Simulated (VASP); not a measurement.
# BiS: relaxation of cell and atoms with PBE

The system is BiS.

```
Bi S
1.0
     0.00000    2.97576    2.97576
     2.97576    0.00000    2.97576
     2.97576    2.97576    0.00000
Bi S
1 1
Direct
  0.50000 0.50000 0.50000
  0.00000 0.00000 0.00000
```

```yaml
Program: VASP 6.6.1
Task: relaxation of cell and atoms
Functional: PBE
Potentials_or_basis: VASP PAW PBE potentials, release 64 (Bi_d, S)
Cutoff: 600 eV
k_mesh: 12 × 12 × 12
Occupations: gaussian, width 0.1 eV
Spin: no spin polarisation
Dipole_correction: no
Further_INCAR_settings: ALGO = Normal; EDIFF = 1e-06; IBRION = 2; EDIFFG = -0.01; NSW = 80; ISIF = 3
```

The relaxed volume is 26.31 Å³/atom and the relaxed cell is a = 4.206 Å, b = 4.206 Å, c = 4.206 Å, α = 60.00°, β = 60.00°, γ = 60.00°. The space group after relaxing (to 0.05 Å) is Fm-3m (No. 225) and the energy gained by relaxing is 0.0 meV/atom. The ionic steps are 2 and the pressure after relaxing is 0.0 GPa.

Final structure:
```xyz
2
Lattice="0.0000 2.9742 2.9742 2.9742 0.0000 2.9742 2.9742 2.9742 0.0000" Properties=species:S:1:pos:R:3 pbc="T T T"
Bi    2.9742    2.9742    2.9742
S     2.9742    2.9742    5.9485
```

Levels at points of the mesh, in eV from the Fermi level:
```
           k point  band 7  band 8  band 9  band 10  band 11  band 12  band 13  band 14
(0.00, 0.00, 0.00)   -8.89   -3.43   -3.43    -3.43     2.67     2.67     2.67     5.30
(0.50, 0.00, 0.00)  -11.71   -2.99   -2.99    -1.95    -1.46    -0.27    -0.27     7.20
(0.50, 0.50, 0.00)  -10.45   -6.55   -4.78    -4.78     2.48     3.43     3.43     3.77
```

Wall time 2.1 min on 1 thread of Intel Xeon 8259CL (shared host), peak memory 0.25 GiB.

Caveat: spin-orbit coupling is left out, which moves the levels of the heavy elements.
